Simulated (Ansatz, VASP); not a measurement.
**AlN: VASP beside Ansatz**

```xyz
2
Lattice="0.0614 2.1840 2.1840 2.2454 0.0000 2.2454 2.1840 2.1840 0.0614" Properties=species:S:1:pos:R:3 pbc="T T T"
Al    0.0000    0.0000    0.0000
N     3.3680    3.2760    3.3680
```

Change from the starting cell: strain +0.0562 x Voigt [0, 0, 0, 0, 1, 0], atoms carried along.

Alike in both runs: task single point; functional r2SCAN; k mesh 10 × 10 × 10; occupations gaussian, width 0.05 eV; no spin polarisation.

|  | VASP | Ansatz |
| --- | --- | --- |
| version | VASP 6.6.1 | Ansatz 0.2.0 |
| potentials or method | VASP PAW PBE potentials, release 64 (Al, N), cutoff 520 eV | scalar-relativistic, plane waves, PAW |
| valence electrons in the cell | 8 | 8 |

```csv
,VASP,Ansatz,Ansatz less VASP
gap on the k mesh at the Fermi level (eV),3.70,3.71,+0.010
least direct gap on the mesh (eV),4.66,4.63,-0.036
pressure (GPa),0.7,1.1,+0.37
"traceless stress, the component that is largest in VASP (GPa)",-13.43,-13.27,+0.153
rms of the force components (eV/Å),0.289,0.284,-0.0050
```

VASP's potentials were made for PBE, not for r2SCAN. Atom by atom the forces differ by 0.005 eV/Å (rms over components). With one functional, cell and mesh, what is left measures potentials, basis and numerics.
